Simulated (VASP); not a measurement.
# Co (P6_3/mmc) in VASP: further runs

Co is run at these levels: PBEsol; tasks: single point.

Everything below comes from runs of VASP 6.6.1. Logs are shortened: lines on timing, memory, paths and dates and some standing lists are left out, and cuts for length are marked.

## 1. The cell of the first run

Symmetry: P6_3/mmc, No. 194, hexagonal system. The conventional cell has a = 2.506 Å, b = 2.506 Å, c = 4.049 Å, α = 90.00°, β = 90.00°, γ = 120.00°. Co (site symmetry -6m2) has 12 Co at 2.49 to 2.51 Å within 3.3 Å.

## 2. Single point, PBEsol, collinear spin, ferromagnetic start (equal strain along all axes, cell held: +2.0 %)

File INCAR:

```
SYSTEM = Co
PREC = Accurate
ENCUT = 520
EDIFF = 1E-6
ISMEAR = 0
SIGMA = 0.1
LREAL = .False.
LASPH = .True.
NELM = 150
ALGO = Fast
ISIF = 2
LWAVE = .False.
LCHARG = .True.
ISPIN = 2
MAGMOM = 1.8 1.8
LORBIT = 11
LMAXMIX = 4
GGA = PS
LELF = .True.
LVHAR = .True.
NBANDS = 20
```

File KPOINTS:

```
regular mesh
0
Gamma
  24 24 14
  0 0 0
```

File POSCAR:

```
Co
1.0
    2.5055812381      0.0000000000      0.0000000000
   -1.2527906191      2.1698970035      0.0000000000
    0.0000000000      0.0000000000      4.0489856229
Co
2
Direct
    0.3333333333      0.6666666667      0.2500000000
    0.6666666667      0.3333333333      0.7500000000
```

Potentials or basis: VASP PAW PBE potentials, release 64 (Co).

Started as:

```console
$ cat potpaw_PBE.64/Co/POTCAR > POTCAR
$ mpirun -np 1 vasp_std > vasp.out
```

OUTCAR:

```text
SYSTEM = Co
   PREC = Accurate
   ENCUT = 520
   EDIFF = 1E-6
   ISMEAR = 0
   LREAL = .False.
   LASPH = .True.
   NELM = 150
   ISIF = 2
   ISPIN = 2
   LORBIT = 11
   GGA = PS

 ion  position               nearest neighbor table
   1  0.333  0.667  0.250-   2 2.49   2 2.49   2 2.49   2 2.49   2 2.49   2 2.49
   2  0.667  0.333  0.750-   1 2.49   1 2.49   1 2.49   1 2.49   1 2.49   1 2.49

  LATTYP: Found a hexagonal cell.
 ALAT       =     2.5055812381
 C/A-ratio  =     1.6159865668

  Lattice vectors:

 A1 = (   2.5055812381,   0.0000000000,   0.0000000000)
 A2 = (  -1.2527906191,   2.1698970035,   0.0000000000)
 A3 = (   0.0000000000,   0.0000000000,   4.0489856229)

Analysis of symmetry for initial positions (statically):
=====================================================================
 Subroutine PRICEL returns:
 Original cell was already a primitive cell.

 Routine SETGRP: Setting up the symmetry group for a
 hexagonal supercell.

 Subroutine GETGRP returns: Found 24 space group operations
 (whereof 12 operations were pure point group operations)
 out of a pool of 24 trial point group operations.

The static configuration has the point symmetry D_3d.
 The point group associated with its full space group is D_6h.

Analysis of symmetry for dynamics (positions and initial velocities):
=====================================================================
 Subroutine PRICEL returns:
 Original cell was already a primitive cell.

 Routine SETGRP: Setting up the symmetry group for a
 hexagonal supercell.

 Subroutine GETGRP returns: Found 24 space group operations
 (whereof 12 operations were pure point group operations)
 out of a pool of 24 trial point group operations.

The dynamic configuration has the point symmetry D_3d.
 The point group associated with its full space group is D_6h.

Analysis of structural, dynamic, and magnetic symmetry:
=====================================================================
 Subroutine PRICEL returns:
 Original cell was already a primitive cell.

 Routine SETGRP: Setting up the symmetry group for a
 hexagonal supercell.

 Subroutine GETGRP returns: Found 24 space group operations
 (whereof 12 operations were pure point group operations)
 out of a pool of 24 trial point group operations.

The overall configuration has the point symmetry D_3d.
 The point group associated with its full space group is D_6h.

 Subroutine INISYM returns: Found 24 space group operations
 (whereof 12 operations are pure point group operations),
 and found     1 'primitive' translations

----------------------------------------------------------------------------------------

                                     Primitive cell

  volume of cell :      22.0137

  direct lattice vectors                    reciprocal lattice vectors
     2.505581238  0.000000000  0.000000000     0.399108991  0.230425683  0.000000000
    -1.252790619  2.169897004  0.000000000     0.000000000  0.460851367  0.000000000
     0.000000000  0.000000000  4.048985623     0.000000000  0.000000000  0.246975439

  length of vectors
     2.505581238  2.505581238  4.048985623     0.460851367  0.460851367  0.246975439

  position of ions in fractional coordinates (direct lattice)
     0.333333333  0.666666667  0.250000000
     0.666666667  0.333333333  0.750000000

  ion indices of the primitive-cell ions
   primitive index   ion index
                 1           1
                 2           2

----------------------------------------------------------------------------------------

 KPOINTS: regular mesh

Automatic generation of k-mesh.
 Grid dimensions read from file:
 generate k-points for:   24   24   14

 Generating k-lattice:

  Cartesian coordinates                     Fractional coordinates (reciprocal lattice)
     0.016629541  0.009601070  0.000000000     0.041666667  0.000000000  0.000000000
     0.000000000  0.019202140  0.000000000     0.000000000  0.041666667  0.000000000
     0.000000000  0.000000000  0.017641103     0.000000000  0.000000000  0.071428571

  Length of vectors
     0.019202140  0.019202140  0.017641103

  Shift w.r.t. Gamma in fractional coordinates (k-lattice)
     0.000000000  0.000000000  0.000000000

 Subroutine IBZKPT returns following result:
 ===========================================

 Found    488 irreducible k-points:

 Following reciprocal coordinates:
            Coordinates               Weight
  0.000000  0.000000  0.000000      1.000000
  0.041667 -0.000000  0.000000      6.000000
  0.083333 -0.000000  0.000000      6.000000
  0.125000 -0.000000  0.000000      6.000000
  0.166667 -0.000000  0.000000      6.000000
  0.208333 -0.000000  0.000000      6.000000
[... 16 lines left out ...]
  0.416667  0.041667  0.000000     12.000000
  0.458333  0.041667  0.000000     12.000000
 [... further k-points ...]
   k-points           NKPTS =    488   k-points in BZ     NKDIM =    488   number of bands    NBANDS=     20
   number of dos      NEDOS =    301   number of ions     NIONS =      2
   total plane-waves  NPLWV =  12000
   dimension x,y,z NGX =    20 NGY =   20 NGZ =   30
   dimension x,y,z NGXF=    40 NGYF=   40 NGZF=   60
   ions per type =               2
   NGX,Y,Z   is equivalent  to a cutoff of  13.27, 13.27, 12.32 a.u.
   NGXF,Y,Z  is equivalent  to a cutoff of  26.54, 26.54, 24.64 a.u.
 SYSTEM =  Co
   PREC   = accura    normal or accurate (medium, high low for compatibility)
   ISTART =      0    job   : 0-new  1-cont  2-samecut
   ICHARG =      2    charge: 1-file 2-atom 10-const
   ISPIN  =      2    spin polarized calculation?
   LNONCOLLINEAR =      F non collinear calculations
   LSORBIT =      F    spin-orbit coupling
   LASPH  =      T    aspherical Exc in radial PAW
   ENCUT  =  520.0 eV  38.22 Ry    6.18 a.u.   4.66  4.66  7.53*2*pi/ulx,y,z
   NELM   =    150;   NELMIN=  2; NELMDL= -5     # of ELM steps
   EDIFF  = 0.1E-05   stopping-criterion for ELM
   LREAL  =      F    real-space projection
   EDIFFG = 0.1E-04   stopping-criterion for IOM
   NSW    =      0    number of steps for IOM
   IBRION =     -1    ionic relax: 0-MD 1-quasi-New 2-CG
   NFREE  =      0    steps in history (QN), initial steepest desc. (CG)
   ISIF   =      2    stress and relaxation
   ISYM   =      2    0-nonsym 1-usesym 2-fastsym
   POTIM  = 0.5000    time-step for ionic-motion
   TEBEG  =    0.0;   TEEND  =   0.0 temperature during run
   PSTRESS=    0.0 pullay stress
   NELECT =      18.0000    total number of electrons
   NUPDOWN=      -1.0000    fix difference up-down
   EMIN   =  10.00;   EMAX   =-10.00  energy-range for DOS
   EFERMI =   0.00;   METHOD = LEGACY
   ISMEAR =     0;   SIGMA  =   0.10  broadening in eV -4-tet -1-fermi 0-gaus
   EFERMI_NEDOS =   21; number of points for ismear=-14 and -15
   IALGO  =     68    algorithm
   IMIX   =      4    mixing-type and parameters
     AMIX     =   0.40;   BMIX     =  1.00
     AMIX_MAG =   1.60;   BMIX_MAG =  1.00
  volume/ion in A,a.u.               =      11.01        74.28
  Fermi-wavevector in a.u.,A,eV,Ry     =   1.530856  2.892899 31.885533  2.343521
  Thomas-Fermi vector in A             =   2.638281
   LORBIT       =     11    0 simple, 1 ext, 2 COOP (PROOUT), +10 PAW based schemes
   GGA     = PS    functional components
   LHFCALC =     F    Hartree Fock is set to
   AEXX    =    0.0000 exact exchange contribution
   IVDW    =     0    specifies the selected vdW correction
   LEPSILON=     F    determine dielectric tensor
   LRPA    =     F    only Hartree local field effects (RPA)
 spin polarized calculation
 RMM-DIIS sequential band-by-band and
 Gauss-broadening in eV      SIGMA  =   0.10
  energy-cutoff  :      520.00
  volume of cell :       22.01
 maximum number of plane-waves:       609
 NGX is ok and might be reduce to    20
   NGX =  9   NGY =  9   NGZ = 15

 number of electron      17.9999999 magnetization       3.2360710

 Free energy of the ion-electron system (eV)
  ---------------------------------------------------
  ext. energy  EPLUGINS =         0.00000000
  ---------------------------------------------------
  free energy    TOTEN  =       -15.41870833 eV

  energy without entropy =      -15.41001383  energy(sigma->0) =      -15.41436108

 E-fermi :   9.8614     XC(G=0): -13.4935

 val. band max:        9.8612972776   @ k =   0.3333   0.2917   0.4286
 cond. band min:       9.8653705725   @ k =   0.2500  -0.0000   0.4286
 fundamental gap:      0.0040732949
 Fermi energy:         9.8613886778

 spin component 1

 k-point     1 :       0.0000    0.0000    0.0000
  band No.  band energies     occupation
      1       0.9828      1.00000
      2       4.7887      1.00000
      3       7.2926      1.00000
      4       7.3125      1.00000
      5       7.3125      1.00000
      6       7.6193      1.00000
[... 12 lines left out ...]
     19      35.4356      0.00000
     20      35.4356      0.00000
[... 507 lines left out ...]
 k-point    24 :       0.4583    0.0417    0.0000
  band No.  band energies     occupation
      1       5.1649      1.00000
      2       5.2407      1.00000
      3       5.4875      1.00000
      4       7.1465      1.00000
      5       7.2921      1.00000
      6       7.3820      1.00000
[... 12 lines left out ...]
     19      32.0782      0.00000
     20      34.0211      0.00000

 [... further k-points ...]

 spin component 2

 k-point     1 :       0.0000    0.0000    0.0000
  band No.  band energies     occupation
      1       1.0365      1.00000
      2       5.7499      1.00000
      3       8.9180      1.00000
      4       8.9408      1.00000
      5       8.9408      1.00000
      6       9.3001      1.00000
[... 12 lines left out ...]
     19      35.7730      0.00000
     20      35.7730      0.00000
[... 507 lines left out ...]
 k-point    24 :       0.4583    0.0417    0.0000
  band No.  band energies     occupation
      1       6.0460      1.00000
      2       6.4380      1.00000
      3       6.7180      1.00000
      4       8.0135      1.00000
      5       8.7719      1.00000
      6       8.8701      1.00000
[... 12 lines left out ...]
     19      32.5441      0.00000
     20      34.3436      0.00000

 [... further k-points ...]
[... 5 lines left out ...]
  --------------------------------------------------------------------------------------
  -------------------------------------------------------------------------------------
  Total       -1.7882129     -1.7882129     -1.8127768      0.0000000      0.0000000      0.0000000
  in kB     -130.1475402   -130.1475402   -131.9353219      0.0000000      0.0000000      0.0000000
  external PRESSURE =    -130.7434674 kB  Pullay stress =       0.0000000 kB

 VOLUME and BASIS-vectors are now :
 -----------------------------------------------------------------------------
  energy-cutoff  :      520.00
  volume of cell :       22.01
      direct lattice vectors                 reciprocal lattice vectors
     2.505581238  0.000000000  0.000000000     0.399108991  0.230425683  0.000000000
    -1.252790619  2.169897004  0.000000000     0.000000000  0.460851367  0.000000000
     0.000000000  0.000000000  4.048985623     0.000000000  0.000000000  0.246975439

 POSITION                                       TOTAL-FORCE (eV/Angst)
 -----------------------------------------------------------------------------------
     -0.00000      1.44660      1.01225         0.000000     -0.000000      0.000000
      1.25279      0.72330      3.03674        -0.000000      0.000000      0.000000
 -----------------------------------------------------------------------------------
    total drift:                                0.000000     -0.000000     -0.000000

  FREE ENERGIE OF THE ION-ELECTRON SYSTEM (eV)
  ---------------------------------------------------
  free  energy   TOTEN  =       -15.4187083272 eV

  energy  without entropy=      -15.4100138340  energy(sigma->0) =      -15.41436108

 total charge

# of ion       s       p       d       tot
------------------------------------------
    1        0.483   0.512   7.248   8.243
    2        0.483   0.512   7.248   8.243
--------------------------------------------------
tot          0.966   1.024  14.495  16.486

 magnetization (x)

# of ion       s       p       d       tot
------------------------------------------
    1       -0.015  -0.051   1.702   1.636
    2       -0.015  -0.051   1.702   1.636
--------------------------------------------------
tot         -0.029  -0.103   3.404   3.272
```

It took 4.2 min on 1 thread of AMD EPYC 9R45 (Zen 5), shared host; peak memory 0.35 GiB.

What came out:

```
Free energy                                           : -15.4187 eV
Pressure                                              : -13.1 GPa
Net moment                                            : 3.24 μB per cell
Site moments                                          : Co +1.64 μB
Valence electrons inside the program's atomic spheres : Co 8.24
```

Levels at points of the mesh, in eV from the Fermi level:
Spin up:
| k point | band 9 | band 10 | band 11 | band 12 | band 13 | band 14 |
| --- | --- | --- | --- | --- | --- | --- |
| (0.00, 0.00, 0.00) | -1.90 | -0.82 | -0.82 | -0.11 | 6.22 | 21.80 |
| (0.50, 0.00, 0.00) | -0.60 | -0.55 | 1.26 | 3.22 | 9.53 | 10.16 |
| (0.00, 0.00, 0.50) | -1.12 | -1.12 | -1.12 | -1.12 | 14.84 | 14.84 |
| (0.50, 0.00, 0.50) | -0.60 | -0.60 | 1.54 | 1.54 | 7.11 | 7.11 |
Spin down:
```
           k point  band 3  band 4  band 5  band 6  band 7  band 8  band 9  band 10  band 11  band 12
(0.00, 0.00, 0.00)   -0.94   -0.92   -0.92   -0.56   -0.56   -0.15   -0.15    -0.11     1.05     1.05
(0.50, 0.00, 0.00)   -3.16   -1.81   -1.08   -0.99   -0.59    1.17    1.30     1.34     2.51     4.23
(0.00, 0.00, 0.50)   -1.48   -1.48   -0.99   -0.99   -0.99   -0.99    0.71     0.71     0.71     0.71
(0.50, 0.00, 0.50)   -2.30   -2.30   -0.04   -0.04    0.26    0.26    1.27     1.27     2.19     2.19
```

Caveat: the cell differs from its parent crystal (equal strain along all axes, cell held: +2.0 %); the PAW data sets were made with another functional, which shifts forces and pressure a little.

## 3. Single point, PBEsol, collinear spin, ferromagnetic start (biaxial strain in the a-b plane: +3.0 %)

File INCAR:

```
PREC = Accurate ; ENCUT = 520
EDIFF = 1E-7 ; ISMEAR = 0
SIGMA = 0.1 ; LREAL = F
LASPH = T ; NELM = 150
ALGO = Fast ; ISIF = 2
LWAVE = F ; LCHARG = T
ISPIN = 2 ; MAGMOM = 1.79 1.79
LORBIT = 11 ; LMAXMIX = 4
GGA = PS ; LELF = T
LVHAR = T ; NBANDS = 20
```

File KPOINTS:

```
Automatic mesh
0
Gamma
  21 21 10
```

File POSCAR:

```
Co
1.0
    2.5295909563      0.0000000000      0.0000000000
   -1.2647954781      2.1906900293      0.0000000000
    0.0000000000      0.0000000000      3.8966134613
Co
2
Direct
    0.3333333333      0.6666666667      0.2500000000
    0.6666666667      0.3333333333      0.7500000000
```

Potentials or basis: VASP PAW PBE potentials, release 64 (Co).

Started as:

```console
$ cat potpaw_PBE.64/Co/POTCAR > POTCAR
$ mpirun -np 1 vasp_std > vasp.out
```

Wall time 3.8 min (1 thread of Oxide Virtual Turin-like, shared host); peak memory 0.24 GiB.

The run converged. Its results:

```
Free energy                                           : -15.4191 eV
Pressure                                              : -9.1 GPa
Net moment                                            : 3.17 μB per cell
Site moments                                          : Co +1.60 μB
Valence electrons inside the program's atomic spheres : Co 8.29
```

Stress tensor (GPa, compression positive):
```
-13.48   0.00   0.00
  0.00 -13.48   0.00
  0.00   0.00  -0.32
```

Levels at points of the mesh, in eV from the Fermi level:
Spin up:
```tsv
k point	band 8	band 9	band 10	band 11	band 12	band 13	band 14	band 15
(0.00, 0.00, 0.00)	-2.03	-2.03	-0.72	-0.72	0.46	7.13	21.36	23.53
(0.00, 0.00, 0.50)	-2.71	-1.04	-1.04	-1.04	-1.04	16.34	16.34	22.14
```
Spin down:
```
           k point  band 4  band 5  band 6  band 7  band 8  band 9  band 10  band 11
(0.00, 0.00, 0.00)   -0.97   -0.68   -0.53   -0.53   -0.36   -0.36     0.47     1.07
(0.00, 0.00, 0.50)   -1.32   -1.11   -1.11   -1.11   -1.11    0.75     0.75     0.75
```

Caveat: the cell differs from its parent crystal (biaxial strain in the a-b plane: +3.0 %); the PAW data sets were made with another functional, which shifts forces and pressure a little.
